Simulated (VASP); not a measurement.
# KZn3 in VASP: a series of runs, part 2 of 2

VASP 6.6.1. The steps go on from the part before.

### 4 Relaxation of cell and atoms, PBE

This run uses another cell than the first one, of 24.50 Å³/atom.

The input, INCAR:

```
SYSTEM = KZn3
ALGO     = Fast           ! electronic algorithm
EDIFF    = 1E-7           ! SCF threshold, eV
EDIFFG   = -0.01          ! ionic threshold
ENCUT    = 600            ! plane-wave cutoff, eV
GGA      = PE             ! functional
IBRION   = 2              ! ionic algorithm
ISIF     = 3              ! what is computed and relaxed
ISMEAR   = 0              ! smearing method
LASPH    = .TRUE.         ! aspherical terms in the spheres
LCHARG   = .FALSE.        ! write CHGCAR
LREAL    = .FALSE.        ! projectors in reciprocal space
LWAVE    = .FALSE.        ! write WAVECAR
NELM     = 60             ! most SCF steps
NSW      = 100            ! ionic steps
PREC     = Accurate       ! precision mode
SIGMA    = 0.1            ! smearing width, eV
```

The input, KPOINTS:

```
k-points
0
G
  10 10 10
  0 0 0
```

The input, POSCAR:

```
KZn3
1.0
    4.6103108529      0.0000000000      0.0000000000
    0.0000000000      4.6103108529      0.0000000000
    0.0000000000      0.0000000000      4.6103108529
K Zn
1 3
Direct
    0.0000000000      0.0000000000      0.0000000000
    0.0000000000      0.5000000000      0.5000000000
    0.5000000000      0.0000000000      0.5000000000
    0.5000000000      0.5000000000      0.0000000000
```

Potentials or basis: VASP PAW PBE potentials, release 64 (K_sv, Zn).

The run is started by

```
> cat potpaw_PBE.64/K_sv/POTCAR potpaw_PBE.64/Zn/POTCAR > POTCAR
> mpirun -np 1 vasp_std > vasp.out
```

OUTCAR:

```text
SYSTEM = KZn3
   EDIFF = 1E-7
   EDIFFG = -0.01
   ENCUT = 600
   GGA = PE
   IBRION = 2
   ISIF = 3
   ISMEAR = 0
   LASPH = .TRUE.
   LREAL = .FALSE.
   NELM = 60
   NSW = 100
   PREC = Accurate

 ion  position               nearest neighbor table
   1  0.000  0.000  0.000-   2 3.26   3 3.26   4 3.26   2 3.26   3 3.26   2 3.26   4 3.26   2 3.26
                             3 3.26   4 3.26   3 3.26   4 3.26
   2  0.000  0.500  0.500-   1 3.26   1 3.26   1 3.26   1 3.26
   3  0.500  0.000  0.500-   1 3.26   1 3.26   1 3.26   1 3.26
   4  0.500  0.500  0.000-   1 3.26   1 3.26   1 3.26   1 3.26

  LATTYP: Found a simple cubic cell.
 ALAT       =     4.6103108529

  Lattice vectors:

 A1 = (   4.6103108529,   0.0000000000,   0.0000000000)
 A2 = (   0.0000000000,   4.6103108529,   0.0000000000)
 A3 = (   0.0000000000,   0.0000000000,   4.6103108529)

Analysis of symmetry for initial positions (statically):
=====================================================================
 Subroutine PRICEL returns:
 Original cell was already a primitive cell.

 Routine SETGRP: Setting up the symmetry group for a
 simple cubic supercell.

 Subroutine GETGRP returns: Found 48 space group operations
 (whereof 48 operations were pure point group operations)
 out of a pool of 48 trial point group operations.

The static configuration has the point symmetry O_h .

Analysis of symmetry for dynamics (positions and initial velocities):
=====================================================================
 Subroutine PRICEL returns:
 Original cell was already a primitive cell.

 Routine SETGRP: Setting up the symmetry group for a
 simple cubic supercell.

 Subroutine GETGRP returns: Found 48 space group operations
 (whereof 48 operations were pure point group operations)
 out of a pool of 48 trial point group operations.

The dynamic configuration has the point symmetry O_h .

 Subroutine INISYM returns: Found 48 space group operations
 (whereof 48 operations are pure point group operations),
 and found     1 'primitive' translations

----------------------------------------------------------------------------------------

                                     Primitive cell

  volume of cell :      97.9920

  direct lattice vectors                    reciprocal lattice vectors
     4.610310853  0.000000000  0.000000000     0.216905114  0.000000000  0.000000000
     0.000000000  4.610310853  0.000000000     0.000000000  0.216905114  0.000000000
     0.000000000  0.000000000  4.610310853     0.000000000  0.000000000  0.216905114

  length of vectors
     4.610310853  4.610310853  4.610310853     0.216905114  0.216905114  0.216905114

  position of ions in fractional coordinates (direct lattice)
     0.000000000  0.000000000  0.000000000
     0.000000000  0.500000000  0.500000000
     0.500000000  0.000000000  0.500000000
     0.500000000  0.500000000  0.000000000

  ion indices of the primitive-cell ions
   primitive index   ion index
                 1           1
                 2           2
                 3           3
                 4           4

[... 32 lines left out ...]
  0.400000  0.000000  0.000000      6.000000
  0.500000  0.000000  0.000000      3.000000
[... 16 lines left out ...]
  0.200000  0.100000  0.100000     24.000000
  0.300000  0.100000  0.100000     24.000000
 [... further k-points ...]
   k-points           NKPTS =     56   k-points in BZ     NKDIM =     56   number of bands    NBANDS=     27
   number of dos      NEDOS =    301   number of ions     NIONS =      4
   total plane-waves  NPLWV =  64000
   dimension x,y,z NGX =    40 NGY =   40 NGZ =   40
   dimension x,y,z NGXF=    80 NGYF=   80 NGZF=   80
   ions per type =               1   3
   NGX,Y,Z   is equivalent  to a cutoff of  14.42, 14.42, 14.42 a.u.
   NGXF,Y,Z  is equivalent  to a cutoff of  28.85, 28.85, 28.85 a.u.
 SYSTEM =  KZn3
   PREC   = accura    normal or accurate (medium, high low for compatibility)
   ISTART =      0    job   : 0-new  1-cont  2-samecut
   ICHARG =      2    charge: 1-file 2-atom 10-const
   ISPIN  =      1    spin polarized calculation?
   LNONCOLLINEAR =      F non collinear calculations
   LSORBIT =      F    spin-orbit coupling
   LASPH  =      T    aspherical Exc in radial PAW
   ENCUT  =  600.0 eV  44.10 Ry    6.64 a.u.   9.21  9.21  9.21*2*pi/ulx,y,z
   NELM   =     60;   NELMIN=  2; NELMDL= -5     # of ELM steps
   EDIFF  = 0.1E-06   stopping-criterion for ELM
   LREAL  =      F    real-space projection
   EDIFFG = -.1E-01   stopping-criterion for IOM
   NSW    =    100    number of steps for IOM
   IBRION =      2    ionic relax: 0-MD 1-quasi-New 2-CG
   NFREE  =      1    steps in history (QN), initial steepest desc. (CG)
   ISIF   =      3    stress and relaxation
   ISYM   =      2    0-nonsym 1-usesym 2-fastsym
   POTIM  = 0.5000    time-step for ionic-motion
   TEBEG  =    0.0;   TEEND  =   0.0 temperature during run
   PSTRESS=    0.0 pullay stress
   NELECT =      45.0000    total number of electrons
   NUPDOWN=      -1.0000    fix difference up-down
   EMIN   =  10.00;   EMAX   =-10.00  energy-range for DOS
   EFERMI =   0.00;   METHOD = LEGACY
   ISMEAR =     0;   SIGMA  =   0.10  broadening in eV -4-tet -1-fermi 0-gaus
   EFERMI_NEDOS =   21; number of points for ismear=-14 and -15
   IALGO  =     68    algorithm
   IMIX   =      4    mixing-type and parameters
     AMIX     =   0.40;   BMIX     =  1.00
     AMIX_MAG =   1.60;   BMIX_MAG =  1.00
  volume/ion in A,a.u.               =      24.50       165.32
  Fermi-wavevector in a.u.,A,eV,Ry     =   1.263035  2.386790 21.704802  1.595258
  Thomas-Fermi vector in A             =   2.396413
   LORBIT       =      0    0 simple, 1 ext, 2 COOP (PROOUT), +10 PAW based schemes
   GGA     = PE    functional components
   LHFCALC =     F    Hartree Fock is set to
   AEXX    =    0.0000 exact exchange contribution
   IVDW    =     0    specifies the selected vdW correction
   LEPSILON=     F    determine dielectric tensor
   LRPA    =     F    only Hartree local field effects (RPA)
 conjugate gradient relaxation of ions
 non-spin polarized calculation
 RMM-DIIS sequential band-by-band and
 Gauss-broadening in eV      SIGMA  =   0.10
  energy-cutoff  :      600.00
  volume of cell :       97.99
 maximum number of plane-waves:      3328
 NGX is ok and might be reduce to    40
   NGX = 19   NGY = 19   NGZ = 19

--------------------------------------- Ionic step        1  -------------------------------------------

 number of electron      45.0000005 magnetization

 Free energy of the ion-electron system (eV)
  ---------------------------------------------------
  ext. energy  EPLUGINS =         0.00000000
  ---------------------------------------------------
  free energy    TOTEN  =        -3.16227232 eV

  energy without entropy =       -3.15407388  energy(sigma->0) =       -3.15817310

------------------------ aborting loop because EDIFF is reached ----------------------------------------

  FORCE on cell =-STRESS in cart. coord.  units (eV):
  Direction    XX          YY          ZZ          XY          YZ          ZX
  --------------------------------------------------------------------------------------
  -------------------------------------------------------------------------------------
  Total        0.4092391      0.4092391      0.4092391      0.0000000      0.0000000      0.0000000
  in kB        6.6910930      6.6910930      6.6910930      0.0000000      0.0000000      0.0000000
  external PRESSURE =       6.6910930 kB  Pullay stress =       0.0000000 kB
[... 101 lines left out ...]
--------------------------------------- Ionic step        4  -------------------------------------------

 number of electron      45.0000056 magnetization

 Free energy of the ion-electron system (eV)
  ---------------------------------------------------
  ext. energy  EPLUGINS =         0.00000000
  ---------------------------------------------------
  free energy    TOTEN  =        -3.17011424 eV

  energy without entropy =       -3.16132092  energy(sigma->0) =       -3.16571758

 E-fermi :   1.0446     XC(G=0):  -9.0166

 val. band max:        1.0326685503   @ k =   0.4000   0.0000   0.0000
 cond. band min:       1.0765455673   @ k =   0.5000   0.5000   0.4000
 fundamental gap:      0.0438770170
 Fermi energy:         1.0446250553

 k-point     1 :       0.0000    0.0000    0.0000
  band No.  band energies     occupation
      1     -29.6101      2.00000
      2     -13.1668      2.00000
      3     -13.1668      2.00000
      4     -13.1668      2.00000
      5      -6.1494      2.00000
      6      -6.1329      2.00000
[... 709 lines left out ...]
     26       3.9554      0.00000
     27       4.3518      0.00000

 [... further k-points ...]

------------------------ aborting loop because EDIFF is reached ----------------------------------------

  FORCE on cell =-STRESS in cart. coord.  units (eV):
  Direction    XX          YY          ZZ          XY          YZ          ZX
  --------------------------------------------------------------------------------------
  -------------------------------------------------------------------------------------
  Total       -0.0038789     -0.0038789     -0.0038789      0.0000000      0.0000000     -0.0000000
  in kB       -0.0609161     -0.0609161     -0.0609161      0.0000000      0.0000000     -0.0000000
  external PRESSURE =      -0.0609161 kB  Pullay stress =       0.0000000 kB
[... 19 lines left out ...]
  FREE ENERGIE OF THE ION-ELECTRON SYSTEM (eV)
  ---------------------------------------------------
  free  energy   TOTEN  =        -3.1701142419 eV

  energy  without entropy=       -3.1613209150  energy(sigma->0) =       -3.16571758

 reached required accuracy - stopping structural energy minimisation
```

Run time: 8.1 min. Hardware: 1 thread of AMD EPYC 9R45 (Zen 5), shared host; peak memory 0.33 GiB.

What came out:

```
Free energy                           : -3.1701 eV
Relaxed volume                        : 25.50 Å³/atom
Relaxed cell                          : a = 4.673 Å, b = 4.673 Å, c = 4.673 Å, α = 90.00°, β = 90.00°, γ = 90.00°
Space group after relaxing (to 0.1 Å) : Pm-3m (No. 221)
Energy gained by relaxing             : 2.0 meV/atom
Ionic steps                           : 4
Pressure after relaxing               : 0.0 GPa
Band gap on the k mesh                : zero (an odd number of electrons rules out a gap without spin polarisation)
```

The path:
```
step  energy change (eV)  largest force (eV/Å)  pressure (GPa)  volume (Å³)
   1              0.0000                0.0000            0.67        97.99
   2             -0.0048                0.0000            0.40        99.45
   3             -0.0074                0.0000           -0.13       102.92
   4             -0.0078                0.0000           -0.01       102.02
```

Final structure:
```cif
data_structure
_symmetry_space_group_name_H-M 'P 1'
_symmetry_Int_Tables_number 1
_cell_length_a 4.6726
_cell_length_b 4.6726
_cell_length_c 4.6726
_cell_angle_alpha 90.000
_cell_angle_beta 90.000
_cell_angle_gamma 90.000
_cell_volume 102.02
loop_
_atom_site_label
_atom_site_type_symbol
_atom_site_fract_x
_atom_site_fract_y
_atom_site_fract_z
_atom_site_occupancy
K1 K 0.00000 0.00000 0.00000 1
Zn1 Zn 0.00000 0.50000 0.50000 1
Zn2 Zn 0.50000 0.00000 0.50000 1
Zn3 Zn 0.50000 0.50000 0.00000 1
```

Levels at points of the mesh, in eV from the Fermi level:
| k point | band 19 | band 20 | band 21 | band 22 | band 23 | band 24 | band 25 | band 26 |
| --- | --- | --- | --- | --- | --- | --- | --- | --- |
| (0.00, 0.00, 0.00) | -6.77 | -6.61 | -0.75 | -0.75 | 0.60 | 0.60 | 0.60 | 4.87 |
| (0.50, 0.00, 0.00) | -6.77 | -5.11 | -4.39 | 0.14 | 1.12 | 1.12 | 1.77 | 3.29 |
| (0.50, 0.50, 0.00) | -6.89 | -4.03 | -3.19 | -3.19 | -1.15 | 2.49 | 2.49 | 3.14 |
| (0.50, 0.50, 0.50) | -6.81 | -2.65 | -2.65 | -2.65 | -1.42 | -0.15 | -0.15 | -0.15 |

### 5 The runs side by side

```tsv
cell	k mesh	gap on the mesh (eV)	pressure (GPa)	relaxed volume (Å³/atom)
relaxed from a = 4.239, b = 4.239, c = 4.196 Å, 4 atoms	4 × 4 × 4	none	0.0	24.97
relaxed from a = 4.603 Å, 4 atoms	10 × 10 × 10	none	0.0	25.43
relaxed from a = 4.610 Å, 4 atoms	10 × 10 × 10	none	0.0	25.50
```

Alike in all rows: task relaxation of cell and atoms; level PBE; potentials or basis VASP PAW PBE potentials, release 64 (K_sv, Zn); no spin polarisation; cutoff (eV) 600; smearing gaussian 0.1 eV.

Caveats: some runs use coarse meshes; the volume moved by over 15 % at a fixed basis, so the end points are rough (at least some runs).

Total energies depend on the potentials used, so only differences within one code and one set of settings carry meaning.

The gap in the log of VASP goes by the Fermi energy; the results here count the filled bands.